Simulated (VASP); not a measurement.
A run of VASP 6.6.1:

File INCAR:

```
  PREC = Accurate
  ENCUT = 500
  EDIFF = 1E-6
  ISMEAR = -1
  SIGMA = 0.05
  LREAL = F
  LASPH = T
  NELM = 200
  ALGO = Normal
  ISIF = 2
  LWAVE = F
  LCHARG = F
  ISPIN = 2
  MAGMOM = 1.5 1.5
  LORBIT = 11
  LMAXMIX = 4
  GGA = RP
  NBANDS = 23
  GGA_COMPAT = F
```

File KPOINTS:

```
Automatic mesh
0
Gamma
  17 17 9
```

POSCAR

```
Cr
1.0
   -1.6709031408      1.6708365929      1.1536167243
    1.6708365929     -1.6709031408      1.1536167243
    2.7434974586      2.7434974586     -1.1537386068
Cr
2
Direct
    0.9999791680      0.0000208320      0.0000000000
    0.7500208320      0.2499791680      0.5000000000
```

Potentials or basis: VASP PAW PBE potentials, release 64 (Cr_pv).

Launch:

```sh
$ cat potpaw_PBE.64/Cr_pv/POTCAR > POTCAR
$ mpirun -np 1 vasp_std > vasp.out
```

Hardware: 1 thread of Intel Xeon 8259CL, with other jobs on the host.

**Question.** Estimate the wall time of this run.

**Answer.** Wall time 13 min on 1 thread of Intel Xeon 8259CL, with other jobs on the host, peak memory 0.5 GiB. Counts: scf iterations 14, k points 693.
